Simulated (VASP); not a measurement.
Input of a VASP 6.6.1 run:

File INCAR:

```
SYSTEM = Tc
  ALGO = Fast
  EDIFF = 1E-6
  ENCUT = 520
  GGA = PS
  ISIF = 2
  ISMEAR = 0
  LASPH = .TRUE.
  LCHARG = .FALSE.
  LREAL = .FALSE.
  LWAVE = .FALSE.
  NBANDS = 20
  NELM = 100
  PREC = Accurate
  SIGMA = 0.05
```

File KPOINTS:

```
k-points
0
G
  18 18 10
  0 0 0
```

The input POSCAR:

```
Tc
1.0
    2.7059311079      0.0000000000      0.0000000000
   -1.3529655539      2.3434050803      0.0000000000
    0.0000000000      0.0000000000      4.3265132575
Tc
2
Direct
    0.3333333333      0.6666666667      0.2500000000
    0.6666666667      0.3333333333      0.7500000000
```

Potentials or basis: VASP PAW PBE potentials, release 64 (Tc_pv).

Launch:

```sh
$ cat potpaw_PBE.64/Tc_pv/POTCAR > POTCAR
$ mpirun -np 1 vasp_std > vasp.out
```

(1) What does it give for the pressure?

(2) What does it give for the band gap on the k mesh?

Answers

(1) 6.2 GPa.

(2) zero (band 13 reaches 15.08 eV, above the bottom of band 14 at 11.43 eV).

Caveat: the PAW data sets were made with another functional, which shifts forces and pressure a little.
